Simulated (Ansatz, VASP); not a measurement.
**One calculation of C, two programs**

```
CELL_PARAMETERS angstrom
2.57356 0.00000 0.00000
-1.28678 2.12933 0.00000
0.00000 0.00000 7.24581
ATOMIC_POSITIONS crystal
C 0.82676 0.00000 0.00250
C 0.17324 0.00000 0.50250
C 0.16007 0.66667 0.00250
C 0.83993 0.33333 0.50250
```

Change from the starting cell: mode 4 frozen in at -0.426 Å, normal strain along x +0.0467.

Alike in both runs: task single point; functional PBEsol; k mesh 18 × 18 × 6; occupations gaussian, width 0.15 eV; no spin polarisation.

|  | VASP | Ansatz |
| --- | --- | --- |
| version | VASP 6.6.1 | Ansatz 0.2.0 |
| potentials or method | VASP PAW PBE potentials, release 64 (C), cutoff 520 eV | scalar-relativistic, plane waves, PAW |
| valence electrons in the cell | 16 | 16 |

|  | VASP | Ansatz | Ansatz less VASP |
| --- | --- | --- | --- |
| gap on the k mesh at the Fermi level (eV) | 0.32 | 0.32 | -0.001 |
| least direct gap on the mesh (eV) | 0.35 | 0.35 | -0.001 |
| pressure (GPa) | -14.9 | -15.6 | -0.60 |
| traceless stress, the component that is largest in VASP (GPa) | -24.88 | -25.14 | -0.263 |
| rms of the force components (eV/Å) | 0.217 | 0.210 | -0.0078 |

VASP's potentials were made for PBE, not for PBEsol, and Ansatz warns of the same on its side. Atom by atom the forces differ by 0.008 eV/Å (rms over components).
